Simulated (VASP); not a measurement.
# Sb in VASP: further runs, part 3 of 3

VASP 6.6.1.

## (5) Electric field gradients, PBE (equal xy, yz and zx shear strains of +1 %)

INCAR reads:

```
PREC = Accurate
ENCUT = 520
EDIFF = 1E-8
ISMEAR = -1
SIGMA = 0.05
LREAL = False
LASPH = True
NELM = 80
ALGO = Normal
ISIF = 2
LWAVE = False
LCHARG = False
GGA = PE
LEFG = True
NBANDS = 12
```

KPOINTS reads:

```
Automatic mesh
0
Gamma
  9 9 9
```

POSCAR reads:

```
Sb
1.0
    2.1755285804      1.2711226823      3.7609612501
   -2.1256720836      1.2496166789      3.7394552467
    0.0063035032     -2.4645793611      3.7315835032
Sb
2
Direct
    0.2336400000      0.2336400000      0.2336400000
    0.7663600000      0.7663600000      0.7663600000
```

Potentials or basis: VASP PAW PBE potentials, release 64 (Sb).

Started as:

```sh
> cat potpaw_PBE.64/Sb/POTCAR > POTCAR
> mpirun -np 1 vasp_std > vasp.out
```

OUTCAR:

```text
PREC = Accurate
   ENCUT = 520
   EDIFF = 1E-8
   ISMEAR = -1
   LREAL = False
   LASPH = True
   NELM = 80
   ISIF = 2
   GGA = PE

 ion  position               nearest neighbor table
   1  0.234  0.234  0.234-   2 2.90   2 2.90   2 2.92   2 3.33   2 3.34   2 3.36
   2  0.766  0.766  0.766-   1 2.90   1 2.90   1 2.92   1 3.33   1 3.34   1 3.36

  LATTYP: Found a triclinic cell.
 ALAT       =     4.2825966528
 B/A-ratio  =     1.0043692043
 C/A-ratio  =     1.0442294875
 COS(alpha) =     0.0028260665
 COS(beta)  =     0.4771343158
 COS(gamma) =     0.4934652004

  Lattice vectors:

 A1 = (   2.1319755868,  -3.7141960400,  -0.0078717435)
 A2 = (   4.3012006640,   0.0215060034,   0.0215060034)
 A3 = (   0.0063035032,  -2.4645793611,   3.7315835032)

Analysis of symmetry for initial positions (statically):
=====================================================================
 Subroutine PRICEL returns:
 Original cell was already a primitive cell.

 Routine SETGRP: Setting up the symmetry group for a
 triclinic supercell.

 Subroutine GETGRP returns: Found  2 space group operations
 (whereof  2 operations were pure point group operations)
 out of a pool of  2 trial point group operations.

The static configuration has the point symmetry S_2 .

Analysis of symmetry for dynamics (positions and initial velocities):
=====================================================================
 Subroutine PRICEL returns:
 Original cell was already a primitive cell.

 Routine SETGRP: Setting up the symmetry group for a
 triclinic supercell.

 Subroutine GETGRP returns: Found  2 space group operations
 (whereof  2 operations were pure point group operations)
 out of a pool of  2 trial point group operations.

The dynamic configuration has the point symmetry S_2 .

 Subroutine INISYM returns: Found  2 space group operations
 (whereof  2 operations are pure point group operations),
 and found     1 'primitive' translations

----------------------------------------------------------------------------------------

                                     Primitive cell

  volume of cell :      59.9810

  direct lattice vectors                    reciprocal lattice vectors
     2.175528580  1.271122682  3.760961250     0.231393981  0.132636998  0.087211184
    -2.125672084  1.249616679  3.739455247    -0.233615598  0.134950479  0.089524665
     0.006303503 -2.464579361  3.731583503     0.000892725 -0.268916369  0.090371457

  length of vectors
     4.526975481  4.479235336  4.472013708     0.280609227  0.284257884  0.283696688

  position of ions in fractional coordinates (direct lattice)
     0.233640000  0.233640000  0.233640000
     0.766360000  0.766360000  0.766360000

  ion indices of the primitive-cell ions
   primitive index   ion index
                 1           1
                 2           2

----------------------------------------------------------------------------------------

 KPOINTS: Automatic mesh

Automatic generation of k-mesh.
 Grid dimensions read from file:
 generate k-points for:    9    9    9
[... 83 lines left out ...]
     AMIX     =   0.40;   BMIX     =  1.00
     AMIX_MAG =   1.60;   BMIX_MAG =  1.00
  volume/ion in A,a.u.               =      29.99       202.39
  Fermi-wavevector in a.u.,A,eV,Ry     =   0.901025  1.702691 11.045845  0.811847
  Thomas-Fermi vector in A             =   2.024055
   LORBIT       =      0    0 simple, 1 ext, 2 COOP (PROOUT), +10 PAW based schemes
   GGA     = PE    functional components
   LHFCALC =     F    Hartree Fock is set to
   AEXX    =    0.0000 exact exchange contribution
   IVDW    =     0    specifies the selected vdW correction
   LEPSILON=     F    determine dielectric tensor
   LRPA    =     F    only Hartree local field effects (RPA)
 non-spin polarized calculation
  energy-cutoff  :      520.00
  volume of cell :       59.98
 maximum number of plane-waves:      1628
 NGX is ok and might be reduce to    36
   NGX = 17   NGY = 17   NGZ = 17

 number of electron      10.0000000 magnetization

 Free energy of the ion-electron system (eV)
  ---------------------------------------------------
  ext. energy  EPLUGINS =         0.00000000
  ---------------------------------------------------
  free energy    TOTEN  =        -8.24742027 eV

  energy without entropy =       -8.24567686  energy(sigma->0) =       -8.24654857

 E-fermi :   7.3725     XC(G=0):  -9.5613

 val. band max:        7.3570983924   @ k =   0.3333   0.2222   0.2222
 cond. band min:       7.3962568081   @ k =   0.0000  -0.0000   0.4444
 fundamental gap:      0.0391584157
 Fermi energy:         7.3725265282

 k-point     1 :       0.0000    0.0000    0.0000
  band No.  band energies     occupation
      1      -5.4020      2.00000
      2       2.6215      2.00000
      3       5.3005      2.00000
      4       5.4650      2.00000
      5       5.6505      2.00000
      6       9.4464      0.00000
      7      10.0193      0.00000
      8      10.1550      0.00000
      9      12.3886      0.00000
     10      12.4942      0.00000
     11      12.6278      0.00000
     12      13.9474      0.00000
[... 331 lines left out ...]
 k-point    24 :      -0.0000    0.3333    0.0000
  band No.  band energies     occupation
      1      -4.1773      2.00000
      2      -0.6483      2.00000
      3       5.3733      2.00000
      4       5.4111      2.00000
      5       6.5311      2.00000
      6       7.9879      0.00001
      7       8.1476      0.00000
      8       8.3253      0.00000
      9      13.0514      0.00000
     10      13.7903      0.00000
     11      14.3076      0.00000
     12      18.0470      0.00000

 [... further k-points ...]

------------------------ aborting loop because EDIFF is reached ----------------------------------------

  FORCE on cell =-STRESS in cart. coord.  units (eV):
  Direction    XX          YY          ZZ          XY          YZ          ZX
  --------------------------------------------------------------------------------------
  -------------------------------------------------------------------------------------
  Total        1.3896711      1.1490001      1.0662591     -0.0218890     -0.2317065     -0.1117974
  in kB       37.1201051     30.6914381     28.4813059     -0.5846852     -6.1892125     -2.9862683
  external PRESSURE =      32.0976164 kB  Pullay stress =       0.0000000 kB

 VOLUME and BASIS-vectors are now :
 -----------------------------------------------------------------------------
  energy-cutoff  :      520.00
  volume of cell :       59.98
      direct lattice vectors                 reciprocal lattice vectors
     2.175528580  1.271122682  3.760961250     0.231393981  0.132636998  0.087211184
    -2.125672084  1.249616679  3.739455247    -0.233615598  0.134950479  0.089524665
     0.006303503 -2.464579361  3.731583503     0.000892725 -0.268916369  0.090371457

 POSITION                                       TOTAL-FORCE (eV/Angst)
 -----------------------------------------------------------------------------------
      0.01312      0.01312      2.62424        -0.025016     -0.049891      0.244542
      0.04304      0.04304      8.60776         0.025016      0.049891     -0.244542
 -----------------------------------------------------------------------------------
    total drift:                                0.000000     -0.000000      0.000000

  FREE ENERGIE OF THE ION-ELECTRON SYSTEM (eV)
  ---------------------------------------------------
  free  energy   TOTEN  =        -8.2474202745 eV

  energy  without entropy=       -8.2456768594  energy(sigma->0) =       -8.24654857

 Electric field gradients (V/A^2)
---------------------------------------------------------------------
 ion       V_xx      V_yy      V_zz      V_xy      V_xz      V_yz
---------------------------------------------------------------------
   1      20.334    25.519   -45.853     2.459     4.735     7.120
   2      20.334    25.519   -45.853     2.459     4.735     7.120
---------------------------------------------------------------------

 Electric field gradients after diagonalization (V/A^2)
 (convention: |V_zz| > |V_xx| > |V_yy|)
----------------------------------------------------------------------
 ion       V_xx      V_yy      V_zz     asymmetry (V_yy - V_xx)/ V_zz
----------------------------------------------------------------------
   1      27.460    19.395   -46.854       0.172
   2      27.460    19.395   -46.854       0.172
----------------------------------------------------------------------

           NMR quadrupolar parameters

 Cq : quadrupolar parameter    Cq=e*Q*V_zz/h
 eta: asymmetry parameters     (V_yy - V_xx)/ V_zz
 Q  : nuclear electric quadrupole moment in mb (millibarn)
----------------------------------------------------------------------
 ion       Cq(MHz)       eta       Q (mb)
----------------------------------------------------------------------
   1      -0.113       0.172       1.000
   2      -0.113       0.172       1.000
----------------------------------------------------------------------
```

stdout:

```text
POSCAR found type information on POSCAR Sb
 POSCAR found :  1 types and       2 ions
 scaLAPACK will be used
 LDA part: xc-table for (Slater+PW92), standard interpolation
 POSCAR, INCAR and KPOINTS ok, starting setup
 FFT: planning ... GRIDC
 FFT: planning ... GRID_SOFT
 FFT: planning ... GRID
 WAVECAR not read
 entering main loop
ion   1
     0.0000576     0.0104954    -0.0649699     0.1067600    -0.0208861     0.0454781
     0.0000793     0.0104954    -0.0649699     0.1067600    -0.0208861     0.0454781
     0.0001092     0.0104954    -0.0649699     0.1067600    -0.0208861     0.0454781
     0.0001504     0.0104954    -0.0649699     0.1067600    -0.0208861     0.0454781

     0.0000576    -2.2419314    -6.5691095    36.2961250    -4.3463371     2.4127096
     0.0000793    -2.2416553    -6.5684407    36.2922229    -4.3458740     2.4124864
     0.0001092    -2.2412160    -6.5673810    36.2860387    -4.3451399     2.4121333
     0.0001504    -2.2405198    -6.5657093    36.2762797    -4.3439813     2.4115772

ion   2
     0.0000576     0.0104954    -0.0649699     0.1067600    -0.0208861     0.0454781
     0.0000793     0.0104954    -0.0649699     0.1067600    -0.0208861     0.0454781
     0.0001092     0.0104954    -0.0649699     0.1067600    -0.0208861     0.0454781
     0.0001504     0.0104954    -0.0649699     0.1067600    -0.0208861     0.0454781

     0.0000576    -2.2419314    -6.5691095    36.2961250    -4.3463371     2.4127096
     0.0000793    -2.2416553    -6.5684407    36.2922229    -4.3458740     2.4124864
     0.0001092    -2.2412160    -6.5673810    36.2860387    -4.3451399     2.4121333
     0.0001504    -2.2405198    -6.5657093    36.2762797    -4.3439813     2.4115772
```

Run time: 2.1 min. Hardware: 1 thread of Intel Xeon Platinum 8488C (Sapphire Rapids), shared host; peak memory 0.37 GiB.

Results:

```yaml
Free_energy: -8.2474 eV
Pressure: 3.2 GPa
Largest_force: 0.251 eV/Å
Band_gap_on_the_k_mesh: zero (bands 5 and 6 overlap by 0.02 eV)
Largest_electric_field_gradient_by_atom: Sb -46.9 V/Å²
```

Forces in eV/Å, atoms in the order of the input:
```
Sb  -0.025 -0.050  0.245
Sb   0.025  0.050 -0.245
```

Electric field gradients, principal values (V/Å²):
```tsv
atom	least	middle	greatest (by size)
1 Sb	19.395	27.460	-46.854
2 Sb	19.395	27.460	-46.854
```

Caveat: the cell differs from its parent crystal (equal xy, yz and zx shear strains of +1 %); the cell stands under pressure; without QUAD_EFG the Cq values of the log hold for a quadrupole moment of 1 mb, not for the nuclei; spin-orbit coupling is left out, which moves the levels of the heavy elements.

## (6) Electric field gradients, PBE (equal xy, yz and zx shear strains of +1 %)

INCAR reads:

```
SYSTEM = Sb
ALGO = Normal
EDIFF = 1E-8
ENCUT = 520
GGA = PE
ISIF = 2
ISMEAR = -1
LASPH = .True.
LCHARG = .False.
LEFG = .True.
LREAL = .False.
LWAVE = .False.
NBANDS = 12
NELM = 80
PREC = Accurate
SIGMA = 0.05
```

KPOINTS reads:

```
k-points
0
Gamma
  9 9 9
  0 0 0
```

POSCAR is that of step 5.

Potentials or basis: VASP PAW PBE potentials, release 64 (Sb).

Started as:

```sh
> cat potpaw_PBE.64/Sb/POTCAR > POTCAR
> mpirun -np 1 vasp_std > vasp.out
```

OUTCAR:

```text
SYSTEM = Sb
   EDIFF = 1E-8
   ENCUT = 520
   GGA = PE
   ISIF = 2
   ISMEAR = -1
   LASPH = .True.
   LREAL = .False.
   NELM = 80
   PREC = Accurate

 ion  position               nearest neighbor table
   1  0.234  0.234  0.234-   2 2.90   2 2.90   2 2.92   2 3.33   2 3.34   2 3.36
   2  0.766  0.766  0.766-   1 2.90   1 2.90   1 2.92   1 3.33   1 3.34   1 3.36

  LATTYP: Found a triclinic cell.
 ALAT       =     4.2825966528
 B/A-ratio  =     1.0043692043
 C/A-ratio  =     1.0442294875
 COS(alpha) =     0.0028260665
 COS(beta)  =     0.4771343158
[... 579 lines left out ...]
  free  energy   TOTEN  =        -8.2474202745 eV

  energy  without entropy=       -8.2456768594  energy(sigma->0) =       -8.24654857

 Electric field gradients (V/A^2)
---------------------------------------------------------------------
 ion       V_xx      V_yy      V_zz      V_xy      V_xz      V_yz
---------------------------------------------------------------------
   1      20.334    25.519   -45.853     2.459     4.735     7.120
   2      20.334    25.519   -45.853     2.459     4.735     7.120
---------------------------------------------------------------------

 Electric field gradients after diagonalization (V/A^2)
 (convention: |V_zz| > |V_xx| > |V_yy|)
----------------------------------------------------------------------
 ion       V_xx      V_yy      V_zz     asymmetry (V_yy - V_xx)/ V_zz
----------------------------------------------------------------------
   1      27.460    19.395   -46.854       0.172
   2      27.460    19.395   -46.854       0.172
----------------------------------------------------------------------

           NMR quadrupolar parameters

 Cq : quadrupolar parameter    Cq=e*Q*V_zz/h
 eta: asymmetry parameters     (V_yy - V_xx)/ V_zz
 Q  : nuclear electric quadrupole moment in mb (millibarn)
----------------------------------------------------------------------
 ion       Cq(MHz)       eta       Q (mb)
----------------------------------------------------------------------
   1      -0.113       0.172       1.000
   2      -0.113       0.172       1.000
----------------------------------------------------------------------
```

stdout:

```text
POSCAR found type information on POSCAR Sb
 POSCAR found :  1 types and       2 ions
 scaLAPACK will be used
 LDA part: xc-table for (Slater+PW92), standard interpolation
 POSCAR, INCAR and KPOINTS ok, starting setup
 FFT: planning ... GRIDC
 FFT: planning ... GRID_SOFT
 FFT: planning ... GRID
 WAVECAR not read
 entering main loop
ion   1
     0.0000576     0.0104954    -0.0649699     0.1067600    -0.0208861     0.0454781
     0.0000793     0.0104954    -0.0649699     0.1067600    -0.0208861     0.0454781
     0.0001092     0.0104954    -0.0649699     0.1067600    -0.0208861     0.0454781
     0.0001504     0.0104954    -0.0649699     0.1067600    -0.0208861     0.0454781

     0.0000576    -2.2419314    -6.5691095    36.2961250    -4.3463371     2.4127096
     0.0000793    -2.2416553    -6.5684407    36.2922229    -4.3458740     2.4124864
     0.0001092    -2.2412160    -6.5673810    36.2860387    -4.3451399     2.4121333
     0.0001504    -2.2405198    -6.5657093    36.2762797    -4.3439813     2.4115772

ion   2
     0.0000576     0.0104954    -0.0649699     0.1067600    -0.0208861     0.0454781
     0.0000793     0.0104954    -0.0649699     0.1067600    -0.0208861     0.0454781
     0.0001092     0.0104954    -0.0649699     0.1067600    -0.0208861     0.0454781
     0.0001504     0.0104954    -0.0649699     0.1067600    -0.0208861     0.0454781

     0.0000576    -2.2419314    -6.5691095    36.2961250    -4.3463371     2.4127096
     0.0000793    -2.2416553    -6.5684407    36.2922229    -4.3458740     2.4124864
     0.0001092    -2.2412160    -6.5673810    36.2860387    -4.3451399     2.4121333
     0.0001504    -2.2405198    -6.5657093    36.2762797    -4.3439813     2.4115772
```

Wall time 2 min (1 thread of Intel Xeon Platinum 8488C (Sapphire Rapids), shared host); peak memory 0.36 GiB.

Results:

* Free energy: -8.2474 eV
* Pressure: 3.2 GPa
* Largest force: 0.251 eV/Å
* Band gap on the k mesh: zero (bands 5 and 6 overlap by 0.02 eV)
* Largest electric field gradient by atom: Sb -46.9 V/Å²

Forces on the atoms (eV/Å):
```
Sb  -0.025 -0.050  0.245
Sb   0.025  0.050 -0.245
```

Stress tensor (GPa, compression positive):
```
 3.71 -0.06 -0.30
-0.06  3.07 -0.62
-0.30 -0.62  2.85
```

Electric field gradients, principal values (V/Å²):
| atom | least | middle | greatest (by size) |
| --- | --- | --- | --- |
| 1 Sb | 19.395 | 27.460 | -46.854 |
| 2 Sb | 19.395 | 27.460 | -46.854 |

Caveat: the cell differs from its parent crystal (equal xy, yz and zx shear strains of +1 %); the cell stands under pressure; without QUAD_EFG the Cq values of the log hold for a quadrupole moment of 1 mb, not for the nuclei; spin-orbit coupling is left out, which moves the levels of the heavy elements.

## (7) Overview

```csv
potentials or basis,cell,cutoff (eV),gap on the mesh (eV),pressure (GPa),largest force (eV/Å)
"VASP PAW PBE potentials, release 64 (Sb)","a = 4.425, b = 4.520, c = 4.534 Å, angles 57.3, 56.8, 57.5°, 2 atoms",520,none,3.2,0.27
"VASP PAW PBE potentials, release 64 (Sb_d_GW)","a = 4.592 Å, angles 54.7°, 2 atoms",400,none,3.1,0.16
"VASP PAW PBE potentials, release 64 (Sb)","a = 4.527, b = 4.479, c = 4.472 Å, angles 57.2, 57.4, 57.1°, 2 atoms",520,none,3.2,0.25
```

Alike in all rows: task electric field gradients; level PBE; no spin polarisation; k mesh 9 × 9 × 9; smearing fermi-dirac 0.05 eV.

Caveats: the cell stands under pressure; spin-orbit coupling is left out, which moves the levels of the heavy elements.

Absolute energies hang on the potentials; compare differences alone.

The gap in the log of VASP goes by the Fermi energy; the results here count the filled bands.